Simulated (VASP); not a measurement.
# CdIr (P6/mmm) in VASP: notebook

The runs below take CdIr through single point, with PBE.

All numbers are computed with VASP 6.6.1; they aren't measurements. Logs are shortened: lines on timing, memory, paths and dates and some standing lists are left out, and cuts for length are marked.

### Step 1. The cell of the first run

The structure is hexagonal, space group P6/mmm (No. 191). The conventional cell has a = 5.345 Å, b = 5.345 Å, c = 4.313 Å, α = 90.00°, β = 90.00°, γ = 120.00°. Cd (site symmetry mmm) has 6 Ir at 2.65 to 2.67 Å and 4 Cd at 2.67 Å within 3.5 Å. Within 3.5 Å of Ir (site symmetry 6/mmm) lie 6 Cd at 2.67 Å. Within 3.5 Å of Ir (site symmetry -6m2) lie 6 Cd at 2.65 Å and 3 Ir at 3.09 Å.

### Step 2. Single point, PBE

Input file INCAR:

```
PREC     = Accurate       # precision mode
ENCUT    = 630            # plane-wave cutoff, eV
EDIFF    = 1E-6           # SCF threshold, eV
ISMEAR   = 0              # smearing method
SIGMA    = 0.1            # smearing width, eV
LREAL    = False          # projectors in reciprocal space
LASPH    = True           # aspherical terms in the spheres
NELM     = 120            # most SCF steps
ALGO     = Normal         # electronic algorithm
ISIF     = 2              # what is computed and relaxed
LWAVE    = False          # write WAVECAR
LCHARG   = False          # write CHGCAR
GGA      = PE             # functional
NBANDS   = 64             # bands
GGA_COMPAT= False
```

Input file KPOINTS:

```
Automatic mesh
0
Gamma
  6 6 4
```

Input file POSCAR:

```
CdIr
1.0
    5.3452985478      0.0000000000      0.0000000000
   -2.6726492739      4.6291643332      0.0000000000
    0.0000000000      0.0000000000      4.3126840556
Cd Ir
3 3
Direct
    0.5000000000      0.0000000000      0.0000000000
    0.5000000000      0.5000000000      0.0000000000
    0.0000000000      0.5000000000      0.0000000000
    0.0000000000      0.0000000000      0.0000000000
    0.3333333333      0.6666666667      0.5000000000
    0.6666666667      0.3333333333      0.5000000000
```

Potentials or basis: VASP PAW PBE potentials, release 64 (Cd_sv_GW, Ir_sv_GW).

The run is started by

```bash
$ cat potpaw_PBE.64/Cd_sv_GW/POTCAR potpaw_PBE.64/Ir_sv_GW/POTCAR > POTCAR
$ mpirun -np 1 vasp_std > vasp.out
```

OUTCAR:

```text
PREC = Accurate
   ENCUT = 630
   EDIFF = 1E-6
   ISMEAR = 0
   LREAL = False
   LASPH = True
   NELM = 120
   ISIF = 2
   GGA = PE

 ion  position               nearest neighbor table
   1  0.500  0.000  0.000-   5 2.65   6 2.65   5 2.65   6 2.65   4 2.67   4 2.67
   2  0.500  0.500  0.000-   5 2.65   6 2.65   5 2.65   6 2.65   4 2.67   4 2.67
   3  0.000  0.500  0.000-   5 2.65   6 2.65   5 2.65   6 2.65   4 2.67   4 2.67
   4  0.000  0.000  0.000-   2 2.67   3 2.67   3 2.67   2 2.67   1 2.67   1 2.67
   5  0.333  0.667  0.500-   1 2.65   1 2.65   3 2.65   3 2.65   2 2.65   2 2.65   6 3.09   6 3.09
                             6 3.09
   6  0.667  0.333  0.500-   1 2.65   1 2.65   3 2.65   3 2.65   2 2.65   2 2.65   5 3.09   5 3.09
                             5 3.09

  LATTYP: Found a hexagonal cell.
 ALAT       =     5.3452985478
 C/A-ratio  =     0.8068181818

  Lattice vectors:

 A1 = (   5.3452985478,   0.0000000000,   0.0000000000)
 A2 = (  -2.6726492739,   4.6291643332,   0.0000000000)
 A3 = (   0.0000000000,   0.0000000000,   4.3126840556)

Analysis of symmetry for initial positions (statically):
=====================================================================
 Subroutine PRICEL returns:
 Original cell was already a primitive cell.

 Routine SETGRP: Setting up the symmetry group for a
 hexagonal supercell.

 Subroutine GETGRP returns: Found 24 space group operations
 (whereof 24 operations were pure point group operations)
 out of a pool of 24 trial point group operations.

The static configuration has the point symmetry D_6h.

Analysis of symmetry for dynamics (positions and initial velocities):
=====================================================================
 Subroutine PRICEL returns:
 Original cell was already a primitive cell.

 Routine SETGRP: Setting up the symmetry group for a
 hexagonal supercell.

 Subroutine GETGRP returns: Found 24 space group operations
 (whereof 24 operations were pure point group operations)
 out of a pool of 24 trial point group operations.

The dynamic configuration has the point symmetry D_6h.

 Subroutine INISYM returns: Found 24 space group operations
 (whereof 24 operations are pure point group operations),
 and found     1 'primitive' translations

----------------------------------------------------------------------------------------

                                     Primitive cell

  volume of cell :     106.7142

  direct lattice vectors                    reciprocal lattice vectors
     5.345298548  0.000000000  0.000000000     0.187080290  0.108010856  0.000000000
    -2.672649274  4.629164333  0.000000000     0.000000000  0.216021711  0.000000000
     0.000000000  0.000000000  4.312684056     0.000000000  0.000000000  0.231874162

  length of vectors
     5.345298548  5.345298548  4.312684056     0.216021711  0.216021711  0.231874162

  position of ions in fractional coordinates (direct lattice)
     0.500000000  0.000000000  0.000000000
     0.500000000  0.500000000  0.000000000
     0.000000000  0.500000000  0.000000000
     0.000000000  0.000000000  0.000000000
     0.333333333  0.666666667  0.500000000
     0.666666667  0.333333333  0.500000000

  ion indices of the primitive-cell ions
   primitive index   ion index
                 1           1
                 2           2
                 3           3
                 4           4
                 5           5
                 6           6

----------------------------------------------------------------------------------------

 KPOINTS: Automatic mesh

Automatic generation of k-mesh.
 Grid dimensions read from file:
 generate k-points for:    6    6    4

 Generating k-lattice:

  Cartesian coordinates                     Fractional coordinates (reciprocal lattice)
     0.031180048  0.018001809  0.000000000     0.166666667  0.000000000  0.000000000
     0.000000000  0.036003619  0.000000000     0.000000000  0.166666667  0.000000000
     0.000000000  0.000000000  0.057968540     0.000000000  0.000000000  0.250000000

  Length of vectors
     0.036003619  0.036003619  0.057968540

  Shift w.r.t. Gamma in fractional coordinates (k-lattice)
     0.000000000  0.000000000  0.000000000

 Subroutine IBZKPT returns following result:
 ===========================================

 Found     21 irreducible k-points:

 Following reciprocal coordinates:
            Coordinates               Weight
  0.000000  0.000000  0.000000      1.000000
  0.166667 -0.000000  0.000000      6.000000
  0.333333 -0.000000  0.000000      6.000000
  0.500000 -0.000000  0.000000      3.000000
  0.166667  0.166667  0.000000      6.000000
  0.333333  0.166667  0.000000     12.000000
[... 13 lines left out ...]
  0.333333  0.166667  0.500000     12.000000
  0.333333  0.333333  0.500000      2.000000
   k-points           NKPTS =     21   k-points in BZ     NKDIM =     21   number of bands    NBANDS=     64
   number of dos      NEDOS =    301   number of ions     NIONS =      6
   total plane-waves  NPLWV =  82944
   dimension x,y,z NGX =    48 NGY =   48 NGZ =   36
   dimension x,y,z NGXF=    96 NGYF=   96 NGZF=   72
   ions per type =               3   3
   NGX,Y,Z   is equivalent  to a cutoff of  14.93, 14.93, 13.88 a.u.
   NGXF,Y,Z  is equivalent  to a cutoff of  29.86, 29.86, 27.75 a.u.
 SYSTEM =  unknown system
   PREC   = accura    normal or accurate (medium, high low for compatibility)
   ISTART =      0    job   : 0-new  1-cont  2-samecut
   ICHARG =      2    charge: 1-file 2-atom 10-const
   ISPIN  =      1    spin polarized calculation?
   LNONCOLLINEAR =      F non collinear calculations
   LSORBIT =      F    spin-orbit coupling
   LASPH  =      T    aspherical Exc in radial PAW
   ENCUT  =  630.0 eV  46.30 Ry    6.80 a.u.  10.94 10.94  8.83*2*pi/ulx,y,z
   NELM   =    120;   NELMIN=  2; NELMDL= -5     # of ELM steps
   EDIFF  = 0.1E-05   stopping-criterion for ELM
   LREAL  =      F    real-space projection
   EDIFFG = 0.1E-04   stopping-criterion for IOM
   NSW    =      0    number of steps for IOM
   IBRION =     -1    ionic relax: 0-MD 1-quasi-New 2-CG
   NFREE  =      0    steps in history (QN), initial steepest desc. (CG)
   ISIF   =      2    stress and relaxation
   ISYM   =      2    0-nonsym 1-usesym 2-fastsym
   POTIM  = 0.5000    time-step for ionic-motion
   TEBEG  =    0.0;   TEEND  =   0.0 temperature during run
   PSTRESS=    0.0 pullay stress
   NELECT =     111.0000    total number of electrons
   NUPDOWN=      -1.0000    fix difference up-down
   EMIN   =  10.00;   EMAX   =-10.00  energy-range for DOS
   EFERMI =   0.00;   METHOD = LEGACY
   ISMEAR =     0;   SIGMA  =   0.10  broadening in eV -4-tet -1-fermi 0-gaus
   EFERMI_NEDOS =   21; number of points for ismear=-14 and -15
   IALGO  =     38    algorithm
   IMIX   =      4    mixing-type and parameters
     AMIX     =   0.40;   BMIX     =  1.00
     AMIX_MAG =   1.60;   BMIX_MAG =  1.00
  volume/ion in A,a.u.               =      17.79       120.02
  Fermi-wavevector in a.u.,A,eV,Ry     =   1.658728  3.134541 37.434763  2.751377
  Thomas-Fermi vector in A             =   2.746259
   LORBIT       =      0    0 simple, 1 ext, 2 COOP (PROOUT), +10 PAW based schemes
   GGA     = PE    functional components
   LHFCALC =     F    Hartree Fock is set to
   AEXX    =    0.0000 exact exchange contribution
   IVDW    =     0    specifies the selected vdW correction
   LEPSILON=     F    determine dielectric tensor
   LRPA    =     F    only Hartree local field effects (RPA)
 non-spin polarized calculation
 Gauss-broadening in eV      SIGMA  =   0.10
  energy-cutoff  :      630.00
  volume of cell :      106.71
 maximum number of plane-waves:      3870
 NGX is ok and might be reduce to    48
   NGX = 21   NGY = 21   NGZ = 17

 number of electron     110.9999988 magnetization

 Free energy of the ion-electron system (eV)
  ---------------------------------------------------
  ext. energy  EPLUGINS =         0.00000000
  ---------------------------------------------------
  free energy    TOTEN  =       -23.21244767 eV

  energy without entropy =      -23.18448215  energy(sigma->0) =      -23.19846491

 E-fermi :   7.8144     XC(G=0): -12.5287

 val. band max:        7.8003381234   @ k =   0.1667   0.1667   0.2500
 cond. band min:       7.8419168435   @ k =   0.3333   0.3333   0.2500
 fundamental gap:      0.0415787201
 Fermi energy:         7.8144155486

 k-point     1 :       0.0000    0.0000    0.0000
  band No.  band energies     occupation
      1     -94.7379      2.00000
      2     -94.7214      2.00000
      3     -94.7214      2.00000
      4     -83.4875      2.00000
      5     -83.4824      2.00000
      6     -82.8362      2.00000
[... 56 lines left out ...]
     63      15.2443      0.00000
     64      16.9356      0.00000

 k-point     2 :       0.1667   -0.0000    0.0000
  band No.  band energies     occupation
      1     -94.7370      2.00000
      2     -94.7224      2.00000
      3     -94.7214      2.00000
      4     -83.4872      2.00000
      5     -83.4829      2.00000
      6     -82.8363      2.00000
[... 56 lines left out ...]
     63      15.2815      0.00000
     64      16.3035      0.00000

 k-point     3 :       0.3333   -0.0000    0.0000
  band No.  band energies     occupation
      1     -94.7344      2.00000
      2     -94.7249      2.00000
      3     -94.7214      2.00000
      4     -83.4865      2.00000
      5     -83.4837      2.00000
      6     -82.8364      2.00000
[... 1195 lines left out ...]
     63      15.0544      0.00000
     64      16.4492      0.00000

 k-point    21 :       0.3333    0.3333    0.5000
  band No.  band energies     occupation
      1     -94.7297      2.00000
      2     -94.7297      2.00000
      3     -94.7214      2.00000
      4     -83.4853      2.00000
      5     -83.4853      2.00000
      6     -82.8365      2.00000
[... 56 lines left out ...]
     63      15.0833      0.00000
     64      15.5468      0.00000

------------------------ aborting loop because EDIFF is reached ----------------------------------------

  FORCE on cell =-STRESS in cart. coord.  units (eV):
  Direction    XX          YY          ZZ          XY          YZ          ZX
  --------------------------------------------------------------------------------------
  -------------------------------------------------------------------------------------
  Total       12.7008359     12.7008359     15.0360140     -0.0000000     -0.0000000      0.0000000
  in kB      190.6868211    190.6868211    225.7465366     -0.0000000     -0.0000000      0.0000000
  external PRESSURE =     202.3733930 kB  Pullay stress =       0.0000000 kB

 VOLUME and BASIS-vectors are now :
 -----------------------------------------------------------------------------
  energy-cutoff  :      630.00
  volume of cell :      106.71
      direct lattice vectors                 reciprocal lattice vectors
     5.345298548  0.000000000  0.000000000     0.187080290  0.108010856  0.000000000
    -2.672649274  4.629164333  0.000000000     0.000000000  0.216021711  0.000000000
     0.000000000  0.000000000  4.312684056     0.000000000  0.000000000  0.231874162

 POSITION                                       TOTAL-FORCE (eV/Angst)
 -----------------------------------------------------------------------------------
      2.67265      0.00000      0.00000         0.000000      0.000000     -0.000000
      1.33632      2.31458      0.00000         0.000000      0.000000     -0.000000
     -1.33632      2.31458      0.00000         0.000000      0.000000     -0.000000
      0.00000      0.00000      0.00000         0.000000      0.000000     -0.000000
     -0.00000      3.08611      2.15634        -0.000000      0.000000     -0.000000
      2.67265      1.54305      2.15634         0.000000     -0.000000      0.000000
 -----------------------------------------------------------------------------------
    total drift:                               -0.000000      0.000000      0.000000

  FREE ENERGIE OF THE ION-ELECTRON SYSTEM (eV)
  ---------------------------------------------------
  free  energy   TOTEN  =       -23.2124476736 eV

  energy  without entropy=      -23.1844821542  energy(sigma->0) =      -23.19846491
```

Run time: 6 min. Hardware: 1 thread of Intel Xeon 6975P-C (Granite Rapids), shared host; peak memory 0.36 GiB.

What came out:

- Free energy: -23.2124 eV
- Pressure: 20.2 GPa
- Band gap on the k mesh: zero (an odd number of electrons rules out a gap without spin polarisation)

Stress tensor (GPa, compression positive):
```
19.07  0.00  0.00
 0.00 19.07  0.00
 0.00  0.00 22.57
```

Caveat: the k points lie up to 0.36 Å⁻¹ apart, too coarse for converged energies and pressures of a metal; spin-orbit coupling is left out, which moves the levels of the heavy elements.

### Step 3. Single point, PBE

This run uses another cell than the first one, of 20.18 Å³/atom.

Input file INCAR:

```
SYSTEM = CdIr
  ALGO = Normal
  EDIFF = 1E-6
  ENCUT = 630
  GGA = PE
  GGA_COMPAT = .FALSE.
  ISIF = 2
  ISMEAR = 0
  LASPH = .TRUE.
  LCHARG = .FALSE.
  LREAL = .FALSE.
  LWAVE = .FALSE.
  NBANDS = 64
  NELM = 120
  PREC = Accurate
  SIGMA = 0.1
```

Input file KPOINTS:

```
k-points
0
G
  12 12 8
  0 0 0
```

Edit POSCAR of step 2 so:

```diff
@@ -2,5 +2,5 @@
 1.0
-    5.3452985478      0.0000000000      0.0000000000
-   -2.6726492739      4.6291643332      0.0000000000
-    0.0000000000      0.0000000000      4.3126840556
+    5.5603679352      0.0000000000      0.0000000000
+   -2.7801839676      4.8154198863      0.0000000000
+    0.0000000000      0.0000000000      4.5231180248
 Cd Ir
```

Potentials or basis: VASP PAW PBE potentials, release 64 (Cd_sv_GW, Ir_sv_GW).

The run is started by

```bash
$ cat potpaw_PBE.64/Cd_sv_GW/POTCAR potpaw_PBE.64/Ir_sv_GW/POTCAR > POTCAR
$ mpirun -np 1 vasp_std > vasp.out
```

Run time: 32 min. Hardware: 1 thread of Intel Xeon 6975P-C (Granite Rapids), shared host; peak memory 0.89 GiB.

Results (log left out):

```yaml
Free_energy: -24.0594 eV
Pressure: -0.4 GPa
Band_gap_on_the_k_mesh: zero (an odd number of electrons rules out a gap without spin polarisation)
```

Levels at points of the mesh, in eV from the Fermi level:
```csv
k point,band 52,band 53,band 54,band 55,band 56,band 57,band 58,band 59,band 60,band 61
"(0.00, 0.00, 0.00)",-0.70,-0.39,-0.06,-0.06,0.51,1.57,1.57,1.80,1.93,2.98
"(0.50, 0.00, 0.00)",-0.39,-0.36,-0.31,-0.30,-0.16,0.12,1.38,3.86,4.82,5.08
"(0.00, 0.00, 0.50)",-0.23,-0.15,-0.15,-0.07,-0.07,-0.01,2.24,2.24,3.26,3.26
"(0.50, 0.00, 0.50)",-0.71,-0.67,-0.62,-0.50,-0.24,0.22,0.56,1.35,2.76,2.92
```

Caveat: spin-orbit coupling is left out, which moves the levels of the heavy elements.

### Step 4. Single point, PBE

This run uses another cell than the first one, of 20.18 Å³/atom.

Input file INCAR:

```
  PREC = Accurate
  ENCUT = 630
  EDIFF = 1E-6
  ISMEAR = 0
  SIGMA = 0.1
  LREAL = F
  LASPH = T
  NELM = 120
  ALGO = Normal
  ISIF = 2
  LWAVE = F
  LCHARG = F
  GGA = PE
  NBANDS = 64
  GGA_COMPAT = F
```

Input file KPOINTS:

```
regular mesh
0
Gamma
  6 6 4
```

POSCAR is that of step 3.

The run is started by

```bash
$ cat potpaw_PBE.64/Cd_sv_GW/POTCAR potpaw_PBE.64/Ir_sv_GW/POTCAR > POTCAR
$ mpirun -np 1 vasp_std > vasp.out
```

Run time: 9.7 min. Hardware: 1 thread of Intel Xeon Platinum 8488C (Sapphire Rapids), shared host; peak memory 0.41 GiB.

Results (log left out):

| Item | Value |
| --- | --- |
| Free energy | -24.0362 eV |
| Pressure | -0.3 GPa |
| Band gap on the k mesh | zero (an odd number of electrons rules out a gap without spin polarisation) |

Stress tensor (GPa, compression positive):
```
-0.33  0.00  0.00
 0.00 -0.33  0.00
 0.00  0.00 -0.19
```

Levels at points of the mesh, in eV from the Fermi level:
```
           k point  band 53  band 54  band 55  band 56  band 57  band 58  band 59  band 60
(0.00, 0.00, 0.00)    -0.41    -0.08    -0.08     0.50     1.56     1.56     1.80     1.92
(0.50, 0.00, 0.00)    -0.36    -0.33    -0.32    -0.16     0.12     1.37     3.85     4.81
(0.00, 0.00, 0.50)    -0.17    -0.17    -0.09    -0.09    -0.04     2.23     2.23     3.25
(0.50, 0.00, 0.50)    -0.68    -0.64    -0.52    -0.24     0.20     0.55     1.33     2.75
```

Caveat: spin-orbit coupling is left out, which moves the levels of the heavy elements.

### Step 5. Overview

| cell | k mesh | gap on the mesh (eV) | pressure (GPa) |
| --- | --- | --- | --- |
| a = 5.345, b = 5.345, c = 4.313 Å, angles 90.0, 90.0, 120.0°, 6 atoms | 6 × 6 × 4 | none | 20.2 |
| a = 5.560, b = 5.560, c = 4.523 Å, angles 90.0, 90.0, 120.0°, 6 atoms | 12 × 12 × 8 | none | -0.4 |
| a = 5.560, b = 5.560, c = 4.523 Å, angles 90.0, 90.0, 120.0°, 6 atoms | 6 × 6 × 4 | none | -0.3 |

Alike in all rows: task single point; level PBE; potentials or basis VASP PAW PBE potentials, release 64 (Cd_sv_GW, Ir_sv_GW); no spin polarisation; cutoff (eV) 630; smearing gaussian 0.1 eV.

Caveats: some runs use coarse meshes; spin-orbit coupling is left out, which moves the levels of the heavy elements.

Absolute energies hang on the potentials; compare differences alone.

The gap in the log of VASP goes by the Fermi energy; the results here count the filled bands.